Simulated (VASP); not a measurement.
**Ir: single point with LDA**

Ir:

```
Ir
1.0
     0.00000    1.88873    1.98317
     1.88873    0.00000    1.98317
     1.88873    1.88873    0.00000
Ir
1
Direct
  0.00000 0.00000 0.00000
```

This cell differs from its parent crystal: ratio of the length along z to the lengths across it x 1.05, volume and fractional coordinates fixed.

```
Program             : VASP 6.6.1
Task                : single point
Functional          : LDA
Potentials or basis : VASP PAW LDA potentials, release 64 (Ir_sv_GW)
Cutoff              : 500 eV
k mesh              : 8 × 8 × 8
Occupations         : gaussian, width 0.15 eV
Spin                : no spin polarisation
```

```json
{"Pressure": "-8.2 GPa"}
```

Stress tensor (GPa, compression positive):
```
 -2.48   0.00   0.00
  0.00  -2.48   0.00
  0.00   0.00 -19.71
```

Levels at points of the mesh, in eV from the Fermi level:
```tsv
k point	band 4	band 5	band 6	band 7	band 8	band 9	band 10	band 11	band 12	band 13
(0.00, 0.00, 0.00)	-49.21	-11.12	-4.38	-3.70	-3.70	-1.66	-0.79	13.64	18.12	19.60
(0.50, 0.00, 0.00)	-49.30	-8.14	-4.36	-3.68	-0.73	0.71	1.04	7.28	13.23	18.74
(0.50, 0.50, 0.00)	-49.46	-7.98	-7.37	0.93	1.04	1.41	1.41	9.64	12.04	12.04
(0.50, 0.00, 0.50)	-49.51	-7.91	-7.38	0.81	1.12	1.79	2.05	10.92	10.99	11.46
```

It used 12 s of CPU time on 1 thread of AMD EPYC 7R13 Processor (Zen 3), with other jobs on the host.

Caveat: spin-orbit coupling is left out, which moves the levels of the heavy elements.
